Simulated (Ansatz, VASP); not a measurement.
## AlCoC4N4: VASP beside Ansatz

Contents of INCAR:

```
SYSTEM = AlCoC4N4
PREC     = Accurate       ! precision mode
ENCUT    = 700            ! plane-wave cutoff, eV
EDIFF    = 1E-6           ! SCF threshold, eV
ISMEAR   = 0              ! smearing method
SIGMA    = 0.1            ! smearing width, eV
LREAL    = .FALSE.        ! projectors in reciprocal space
LASPH    = .TRUE.         ! aspherical terms in the spheres
NELM     = 200            ! most SCF steps
ALGO     = Normal         ! electronic algorithm
ISIF     = 2              ! what is computed and relaxed
LWAVE    = .FALSE.        ! write WAVECAR
LCHARG   = .FALSE.        ! write CHGCAR
ISPIN    = 2              ! spin polarisation
MAGMOM   = 0 3 0 0 0 0 0 0 0 0 ! initial moments
LORBIT   = 11             ! projections on sites
LMAXMIX  = 4              ! l up to which the mixer works
GGA      = PE             ! functional
NBANDS   = 43             ! bands
GGA_COMPAT= .FALSE.
```

File KPOINTS:

```
Automatic mesh
0
G
  4 4 4
  0 0 0
```

Contents of POSCAR:

```
AlCoC4N4
1.0
    5.8341244700      0.0000000000      0.0000000000
    0.0000000000      5.8341244700      0.0000000000
    0.0000000000      0.0000000000      5.8341244700
Al Co C N
1 1 4 4
Direct
    0.0000000000      0.0000000000      0.0000000000
    0.5000000000      0.5000000000      0.5000000000
    0.1855517100      0.1855517100      0.1855517100
    0.1855517100      0.8144482900      0.8144482900
    0.8144482900      0.1855517100      0.8144482900
    0.8144482900      0.8144482900      0.1855517100
    0.3013359700      0.3013359700      0.3013359700
    0.3013359700      0.6986640300      0.6986640300
    0.6986640300      0.3013359700      0.6986640300
    0.6986640300      0.6986640300      0.3013359700
```

Input for Ansatz:

```yaml
crystal:
  lattice:
    - [5.83412447, 0.0, 0.0]
    - [0.0, 5.83412447, 0.0]
    - [0.0, 0.0, 5.83412447]
  atoms:
    - { symbol: Al, position: [0.0, 0.0, 0.0] }
    - { symbol: Co, position: [0.5, 0.5, 0.5], spin: 3.0 }
    - { symbol: C, position: [0.18555171, 0.18555171, 0.18555171] }
    - { symbol: C, position: [0.18555171, 0.81444829, 0.81444829] }
    - { symbol: C, position: [0.81444829, 0.18555171, 0.81444829] }
    - { symbol: C, position: [0.81444829, 0.81444829, 0.18555171] }
    - { symbol: "N", position: [0.30133597, 0.30133597, 0.30133597] }
    - { symbol: "N", position: [0.30133597, 0.69866403, 0.69866403] }
    - { symbol: "N", position: [0.69866403, 0.30133597, 0.69866403] }
    - { symbol: "N", position: [0.69866403, 0.69866403, 0.30133597] }
basis:
  ecutwfc: 420
kpoints:
  mp_grid: { grid: [4, 4, 4] }
hamiltonian:
  xc: pbe
scf:
  occupations: { method: gaussian, width: 0.1 }
  lower_state_search: "off"
output:
  forces: true
  stress: true
  eigenvalues: true
  populations: true
magnetization:
  spin_polarized: true
```

Alike in both runs: task single point; functional PBE; k mesh 4 × 4 × 4; occupations gaussian, width 0.1 eV; collinear spin.

|  | VASP | Ansatz |
| --- | --- | --- |
| version | VASP 6.6.1 | Ansatz 0.2.0 |
| potentials or method | VASP PAW PBE potentials, release 64 (Al, Co_sv, C, N), cutoff 700 eV | scalar-relativistic, plane waves, PAW |
| valence electrons in the cell | 56 | 56 |

Ansatz gave:

```
gap on the k mesh at the Fermi level (eV)                     : none
pressure (GPa)                                                : 1.2
rms of the force components (eV/Å)                            : 0.749
net moment per atom (μB)                                      : 0.20
size of the moment on the site where the two differ most (μB) : 1.89
```

Problem. Estimate VASP's values.

Solution. gap on the k mesh at the Fermi level (eV): none; pressure (GPa): 1.3; rms of the force components (eV/Å): 0.681; net moment per atom (μB): 0.20; size of the moment on the site where the two differ most (μB): 1.96.

Site moments also hang on the region over which each program counts them. Atom by atom the forces differ by 0.192 eV/Å (rms over components). A gap of «none» marks a metal or a gap that the smearing closes.

Noted on VASP's run: the standard files for N, O and F lose accuracy on very short bonds.
